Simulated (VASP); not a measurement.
A run of VASP 6.6.1:

Contents of INCAR:

```
SYSTEM = AlN
ALGO = Normal
EDIFF = 1E-6
ENCUT = 520
GGA = PE
ISIF = 2
ISMEAR = -1
LASPH = .True.
LCHARG = .False.
LREAL = .False.
LWAVE = .False.
NBANDS = 16
NELM = 60
PREC = Accurate
SIGMA = 0.02
```

KPOINTS

```
k-points
0
Gamma
  11 11 6
  0 0 0
```

POSCAR

```
AlN
1.0
    3.0891268879      0.0000000000      0.0000000000
   -1.5445634439      2.6752623604      0.0000000000
    0.0000000000      0.0000000000      4.9465761741
Al N
2 2
Direct
    0.6666666667      0.3333333333      0.0000000000
    0.3333333333      0.6666666667      0.5000000000
    0.6666666667      0.3333333333      0.3820000000
    0.3333333333      0.6666666667      0.8820000000
```

Potentials or basis: VASP PAW PBE potentials, release 64 (Al, N).

Run with:

```console
$ cat potpaw_PBE.64/Al/POTCAR potpaw_PBE.64/N/POTCAR > POTCAR
$ mpirun -np 1 vasp_std > vasp.out
```

Hardware: 1 thread of Intel(R) Xeon(R) Platinum 8488C (Sapphire Rapids) (shared host).

Q: How long does it take, and how much memory?

A: It took 21 s on 1 thread of Intel(R) Xeon(R) Platinum 8488C (Sapphire Rapids) (shared host), peak memory 0.17 GiB. Counts: scf iterations 13, k points 64.
